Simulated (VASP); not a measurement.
# WC (I4/mmm) in VASP: single point with PBEsol

Aim: the single point of WC with PBEsol.

Program: VASP 6.6.1. These are calculated values, not measurements. Logs are shortened: lines on timing, memory, paths and dates and some standing lists are left out, and cuts for length are marked.

## 1. The cell of the first run

Symmetry: I4/mmm, No. 139, tetragonal system. The conventional cell has a = 3.226 Å, b = 3.226 Å, c = 4.454 Å, α = 90.00°, β = 90.00°, γ = 90.00°. Within 2.9 Å of W (site symmetry 4/mmm) lie 6 C at 2.23 to 2.28 Å. C (site symmetry 4/mmm) has 6 W at 2.23 to 2.28 Å within 2.9 Å.

## 2. Single point, PBEsol (strain +0.050 along x and y, +0.025 along z)

Input file INCAR:

```
ALGO = Normal
EDIFF = 1E-6
ENCUT = 520
GGA = PS
ISIF = 2
ISMEAR = 0
LASPH = T
LCHARG = T
LELF = T
LREAL = F
LVHAR = T
LWAVE = F
NBANDS = 16
NELM = 60
PREC = Accurate
SIGMA = 0.15
```

Input file KPOINTS:

```
k-points
0
Gamma
  24 24 24
```

Input file POSCAR:

```
WC
1.0
    0.0000000000      2.2813196429      2.2270025086
    2.2813196429      0.0000000000      2.2270025086
    2.2813196429      2.2813196429      0.0000000000
W C
1 1
Direct
    0.0000000000      0.0000000000      0.0000000000
    0.5000000000      0.5000000000      0.5000000000
```

Potentials or basis: VASP PAW PBE potentials, release 64 (W_sv, C).

Launch:

```
$ cat potpaw_PBE.64/W_sv/POTCAR potpaw_PBE.64/C/POTCAR > POTCAR
$ mpirun -np 1 vasp_std > vasp.out
```

OUTCAR:

```text
EDIFF = 1E-6
   ENCUT = 520
   GGA = PS
   ISIF = 2
   ISMEAR = 0
   LASPH = T
   LREAL = F
   NELM = 60
   PREC = Accurate

 ion  position               nearest neighbor table
   1  0.000  0.000  0.000-   2 2.23   2 2.23   2 2.28   2 2.28   2 2.28   2 2.28
   2  0.500  0.500  0.500-   1 2.23   1 2.23   1 2.28   1 2.28   1 2.28   1 2.28

  LATTYP: Found a body centered tetragonal cell.
 ALAT       =     3.2262731791
 C/A-ratio  =     1.3805418109

  Lattice vectors:

 A1 = (   0.0000000000,  -2.2813196429,  -2.2270025086)
 A2 = (   0.0000000000,   2.2813196429,  -2.2270025086)
 A3 = (   2.2813196429,   0.0000000000,   2.2270025086)

Analysis of symmetry for initial positions (statically):
=====================================================================
 Subroutine PRICEL returns:
 Original cell was already a primitive cell.

 Routine SETGRP: Setting up the symmetry group for a
 body centered tetragonal supercell.

 Subroutine GETGRP returns: Found 16 space group operations
 (whereof 16 operations were pure point group operations)
 out of a pool of 16 trial point group operations.

The static configuration has the point symmetry D_4h.

Analysis of symmetry for dynamics (positions and initial velocities):
=====================================================================
 Subroutine PRICEL returns:
 Original cell was already a primitive cell.

 Routine SETGRP: Setting up the symmetry group for a
 body centered tetragonal supercell.

 Subroutine GETGRP returns: Found 16 space group operations
 (whereof 16 operations were pure point group operations)
 out of a pool of 16 trial point group operations.

The dynamic configuration has the point symmetry D_4h.

 Subroutine INISYM returns: Found 16 space group operations
 (whereof 16 operations are pure point group operations),
 and found     1 'primitive' translations

----------------------------------------------------------------------------------------

                                     Primitive cell

  volume of cell :      23.1805

  direct lattice vectors                    reciprocal lattice vectors
     0.000000000  2.281319643  2.227002509    -0.219171391  0.219171391  0.224517035
     2.281319643  0.000000000  2.227002509     0.219171391 -0.219171391  0.224517035
     2.281319643  2.281319643  0.000000000     0.219171391  0.219171391 -0.224517035

  length of vectors
     3.188096530  3.188096530  3.226273179     0.382727183  0.382727183  0.382727183

  position of ions in fractional coordinates (direct lattice)
     0.000000000  0.000000000  0.000000000
     0.500000000  0.500000000  0.500000000

  ion indices of the primitive-cell ions
   primitive index   ion index
                 1           1
                 2           2

----------------------------------------------------------------------------------------

 KPOINTS: k-points

Automatic generation of k-mesh.
 Grid dimensions read from file:
 generate k-points for:   24   24   24

 Generating k-lattice:

  Cartesian coordinates                     Fractional coordinates (reciprocal lattice)
    -0.009132141  0.009132141  0.009354876     0.041666667  0.000000000  0.000000000
     0.009132141 -0.009132141  0.009354876     0.000000000  0.041666667  0.000000000
     0.009132141  0.009132141 -0.009354876     0.000000000  0.000000000  0.041666667

  Length of vectors
     0.015946966  0.015946966  0.015946966

  Shift w.r.t. Gamma in fractional coordinates (k-lattice)
     0.000000000  0.000000000  0.000000000

 Subroutine IBZKPT returns following result:
 ===========================================

 Found   1063 irreducible k-points:

 Following reciprocal coordinates:
            Coordinates               Weight
  0.000000  0.000000  0.000000      1.000000
  0.041667 -0.000000  0.000000      8.000000
  0.083333 -0.000000  0.000000      8.000000
  0.125000  0.000000  0.000000      8.000000
  0.166667  0.000000  0.000000      8.000000
  0.208333  0.000000  0.000000      8.000000
[... 16 lines left out ...]
  0.416667  0.041667  0.000000      8.000000
  0.458333  0.041667  0.000000      8.000000
 [... further k-points ...]
   k-points           NKPTS =   1063   k-points in BZ     NKDIM =   1063   number of bands    NBANDS=     16
   number of dos      NEDOS =    301   number of ions     NIONS =      2
   total plane-waves  NPLWV =  13824
   dimension x,y,z NGX =    24 NGY =   24 NGZ =   24
   dimension x,y,z NGXF=    48 NGYF=   48 NGZF=   48
   ions per type =               1   1
   NGX,Y,Z   is equivalent  to a cutoff of  12.51, 12.51, 12.37 a.u.
   NGXF,Y,Z  is equivalent  to a cutoff of  25.03, 25.03, 24.73 a.u.
 SYSTEM =  unknown system
   PREC   = accura    normal or accurate (medium, high low for compatibility)
   ISTART =      0    job   : 0-new  1-cont  2-samecut
   ICHARG =      2    charge: 1-file 2-atom 10-const
   ISPIN  =      1    spin polarized calculation?
   LNONCOLLINEAR =      F non collinear calculations
   LSORBIT =      F    spin-orbit coupling
   LASPH  =      T    aspherical Exc in radial PAW
   ENCUT  =  520.0 eV  38.22 Ry    6.18 a.u.   5.93  5.93  6.00*2*pi/ulx,y,z
   NELM   =     60;   NELMIN=  2; NELMDL= -5     # of ELM steps
   EDIFF  = 0.1E-05   stopping-criterion for ELM
   LREAL  =      F    real-space projection
   EDIFFG = 0.1E-04   stopping-criterion for IOM
   NSW    =      0    number of steps for IOM
   IBRION =     -1    ionic relax: 0-MD 1-quasi-New 2-CG
   NFREE  =      0    steps in history (QN), initial steepest desc. (CG)
   ISIF   =      2    stress and relaxation
   ISYM   =      2    0-nonsym 1-usesym 2-fastsym
   POTIM  = 0.5000    time-step for ionic-motion
   TEBEG  =    0.0;   TEEND  =   0.0 temperature during run
   PSTRESS=    0.0 pullay stress
   NELECT =      18.0000    total number of electrons
   NUPDOWN=      -1.0000    fix difference up-down
   EMIN   =  10.00;   EMAX   =-10.00  energy-range for DOS
   EFERMI =   0.00;   METHOD = LEGACY
   ISMEAR =     0;   SIGMA  =   0.15  broadening in eV -4-tet -1-fermi 0-gaus
   EFERMI_NEDOS =   21; number of points for ismear=-14 and -15
   IALGO  =     38    algorithm
   IMIX   =      4    mixing-type and parameters
     AMIX     =   0.40;   BMIX     =  1.00
     AMIX_MAG =   1.60;   BMIX_MAG =  1.00
  volume/ion in A,a.u.               =      11.59        78.21
  Fermi-wavevector in a.u.,A,eV,Ry     =   1.504728  2.843524 30.806398  2.264206
  Thomas-Fermi vector in A             =   2.615670
   LORBIT       =      0    0 simple, 1 ext, 2 COOP (PROOUT), +10 PAW based schemes
   GGA     = PS    functional components
   LHFCALC =     F    Hartree Fock is set to
   AEXX    =    0.0000 exact exchange contribution
   IVDW    =     0    specifies the selected vdW correction
   LEPSILON=     F    determine dielectric tensor
   LRPA    =     F    only Hartree local field effects (RPA)
 non-spin polarized calculation
 Gauss-broadening in eV      SIGMA  =   0.15
  energy-cutoff  :      520.00
  volume of cell :       23.18
 maximum number of plane-waves:       639
   NGX = 11   NGY = 11   NGZ = 11

 number of electron      17.9999996 magnetization

 Free energy of the ion-electron system (eV)
  ---------------------------------------------------
  ext. energy  EPLUGINS =         0.00000000
  ---------------------------------------------------
  free energy    TOTEN  =       -22.66971962 eV

  energy without entropy =      -22.65683536  energy(sigma->0) =      -22.66327749

 E-fermi :  10.8275     XC(G=0): -13.3231

 val. band max:       10.8266587045   @ k =  -0.2917   0.4583   0.2083
 cond. band min:      10.8279959984   @ k =   0.0833   0.0417   0.0000
 fundamental gap:      0.0013372939
 Fermi energy:        10.8275335715

 k-point     1 :       0.0000    0.0000    0.0000
  band No.  band energies     occupation
      1     -64.5914      2.00000
      2     -28.5892      2.00000
      3     -28.5892      2.00000
      4     -28.5881      2.00000
      5      -4.1008      2.00000
      6       8.3382      2.00000
[... 8 lines left out ...]
     15      20.5747      0.00000
     16      32.0793      0.00000

 k-point     2 :       0.0417   -0.0000    0.0000
  band No.  band energies     occupation
      1     -64.5910      2.00000
      2     -28.5960      2.00000
      3     -28.5901      2.00000
      4     -28.5891      2.00000
      5      -4.0575      2.00000
      6       8.2065      2.00000
[... 8 lines left out ...]
     15      20.6763      0.00000
     16      31.5854      0.00000

 k-point     3 :       0.0833   -0.0000    0.0000
  band No.  band energies     occupation
      1     -64.5898      2.00000
      2     -28.6169      2.00000
      3     -28.5929      2.00000
      4     -28.5911      2.00000
      5      -3.9286      2.00000
      6       7.7952      2.00000
[... 8 lines left out ...]
     15      20.9678      0.00000
     16      30.3950      0.00000

 k-point     4 :       0.1250    0.0000    0.0000
  band No.  band energies     occupation
      1     -64.5880      2.00000
      2     -28.6502      2.00000
      3     -28.5973      2.00000
      4     -28.5942      2.00000
      5      -3.7176      2.00000
      6       7.2151      2.00000
[... 8 lines left out ...]
     15      21.4051      0.00000
     16      29.0930      0.00000

 k-point     5 :       0.1667    0.0000    0.0000
  band No.  band energies     occupation
      1     -64.5856      2.00000
      2     -28.6932      2.00000
      3     -28.6031      2.00000
      4     -28.5982      2.00000
      5      -3.4302      2.00000
      6       6.5549      2.00000
[... 8 lines left out ...]
     15      21.8964      0.00000
     16      27.9418      0.00000

 k-point     6 :       0.2083    0.0000    0.0000
  band No.  band energies     occupation
      1     -64.5829      2.00000
      2     -28.7429      2.00000
      3     -28.6098      2.00000
      4     -28.6029      2.00000
      5      -3.0740      2.00000
      6       5.8595      2.00000
[... 8 lines left out ...]
     15      22.2799      0.00000
     16      27.1733      0.00000

 k-point     7 :       0.2500    0.0000    0.0000
  band No.  band energies     occupation
      1     -64.5800      2.00000
      2     -28.7958      2.00000
      3     -28.6169      2.00000
      4     -28.6080      2.00000
      5      -2.6583      2.00000
      6       5.1546      2.00000
[... 8 lines left out ...]
     15      22.4058      0.00000
     16      26.6920      0.00000

 k-point     8 :       0.2917    0.0000    0.0000
  band No.  band energies     occupation
      1     -64.5770      2.00000
      2     -28.8482      2.00000
      3     -28.6241      2.00000
      4     -28.6130      2.00000
      5      -2.1941      2.00000
      6       4.4562      2.00000
[... 8 lines left out ...]
     15      22.4067      0.00000
     16      25.4908      0.00000

 k-point     9 :       0.3333    0.0000    0.0000
  band No.  band energies     occupation
      1     -64.5742      2.00000
      2     -28.8966      2.00000
      3     -28.6307      2.00000
      4     -28.6177      2.00000
      5      -1.6946      2.00000
      6       3.7763      2.00000
[... 8 lines left out ...]
     15      22.5451      0.00000
     16      24.3832      0.00000
[... 172 lines left out ...]
 k-point    19 :       0.2500    0.0417    0.0000
  band No.  band energies     occupation
      1     -64.5805      2.00000
      2     -28.7807      2.00000
      3     -28.6213      2.00000
      4     -28.6050      2.00000
      5      -2.7561      2.00000
      6       5.3199      2.00000
[... 8 lines left out ...]
     15      22.4598      0.00000
     16      26.7330      0.00000

 k-point    20 :       0.2917    0.0417    0.0000
  band No.  band energies     occupation
      1     -64.5776      2.00000
      2     -28.8330      2.00000
      3     -28.6285      2.00000
      4     -28.6102      2.00000
      5      -2.3094      2.00000
      6       4.6335      2.00000
[... 8 lines left out ...]
     15      22.4706      0.00000
     16      25.5911      0.00000

 k-point    21 :       0.3333    0.0417    0.0000
  band No.  band energies     occupation
      1     -64.5748      2.00000
      2     -28.8823      2.00000
      3     -28.6349      2.00000
      4     -28.6156      2.00000
      5      -1.8246      2.00000
      6       3.9612      2.00000
[... 8 lines left out ...]
     15      22.5564      0.00000
     16      24.5444      0.00000

 k-point    22 :       0.3750    0.0417    0.0000
  band No.  band energies     occupation
      1     -64.5723      2.00000
      2     -28.9254      2.00000
      3     -28.6403      2.00000
      4     -28.6208      2.00000
      5      -1.3182      2.00000
      6       3.3154      2.00000
[... 8 lines left out ...]
     15      22.7993      0.00000
     16      23.6201      0.00000

 k-point    23 :       0.4167    0.0417    0.0000
  band No.  band energies     occupation
      1     -64.5703      2.00000
      2     -28.9595      2.00000
      3     -28.6441      2.00000
      4     -28.6255      2.00000
      5      -0.8152      2.00000
      6       2.7158      2.00000
[... 8 lines left out ...]
     15      22.8599      0.00000
     16      23.0395      0.00000

 k-point    24 :       0.4583    0.0417    0.0000
  band No.  band energies     occupation
      1     -64.5690      2.00000
      2     -28.9825      2.00000
      3     -28.6461      2.00000
      4     -28.6292      2.00000
      5      -0.3670      2.00000
      6       2.2080      2.00000
[... 8 lines left out ...]
     15      22.3090      0.00000
     16      22.5776      0.00000

 [... further k-points ...]

------------------------ aborting loop because EDIFF is reached ----------------------------------------

  FORCE on cell =-STRESS in cart. coord.  units (eV):
  Direction    XX          YY          ZZ          XY          YZ          ZX
  --------------------------------------------------------------------------------------
  -------------------------------------------------------------------------------------
  Total       -5.5180437     -5.5180437     -4.3879653      0.0000000      0.0000000      0.0000000
  in kB     -381.3930151   -381.3930151   -303.2848983      0.0000000      0.0000000      0.0000000
  external PRESSURE =    -355.3569762 kB  Pullay stress =       0.0000000 kB

 VOLUME and BASIS-vectors are now :
 -----------------------------------------------------------------------------
  energy-cutoff  :      520.00
  volume of cell :       23.18
      direct lattice vectors                 reciprocal lattice vectors
     0.000000000  2.281319643  2.227002509    -0.219171391  0.219171391  0.224517035
     2.281319643  0.000000000  2.227002509     0.219171391 -0.219171391  0.224517035
     2.281319643  2.281319643  0.000000000     0.219171391  0.219171391 -0.224517035

 POSITION                                       TOTAL-FORCE (eV/Angst)
 -----------------------------------------------------------------------------------
      0.00000      0.00000      0.00000         0.000000      0.000000     -0.000000
      2.28132      2.28132      2.22700         0.000000      0.000000      0.000000
 -----------------------------------------------------------------------------------
    total drift:                                0.000000     -0.000000     -0.000000

  FREE ENERGIE OF THE ION-ELECTRON SYSTEM (eV)
  ---------------------------------------------------
  free  energy   TOTEN  =       -22.6697196197 eV

  energy  without entropy=      -22.6568353640  energy(sigma->0) =      -22.66327749
```

Run time: 3.5 min. Hardware: 1 thread of Intel Xeon Platinum 8259CL at 2.50GHz (Skylake/Cascade Lake), shared host; peak memory 0.47 GiB.

Results:

| Item | Value |
| --- | --- |
| Free energy | -22.6697 eV |
| Pressure | -35.5 GPa |
| Band gap on the k mesh | zero (bands 9 and 10 overlap by 2.61 eV) |

Levels at points of the mesh, in eV from the Fermi level:
```
           k point  band 7  band 8  band 9  band 10  band 11  band 12
(0.00, 0.00, 0.00)   -2.49   -2.23   -0.99    -0.85    -0.85    -0.78
(0.50, 0.00, 0.00)   -5.92   -5.89    0.80     0.97     2.00     4.77
(0.50, 0.50, 0.00)   -5.08   -2.38   -2.38     0.73     1.93     1.93
(0.50, 0.00, 0.50)   -5.07   -2.23   -2.21     0.67     1.82     2.03
```

Caveat: the cell differs from its parent crystal (strain +0.050 along x and y, +0.025 along z); the cell stands under tension; the PAW data sets were made with another functional, which shifts forces and pressure a little; spin-orbit coupling is left out, which moves the levels of the heavy elements.
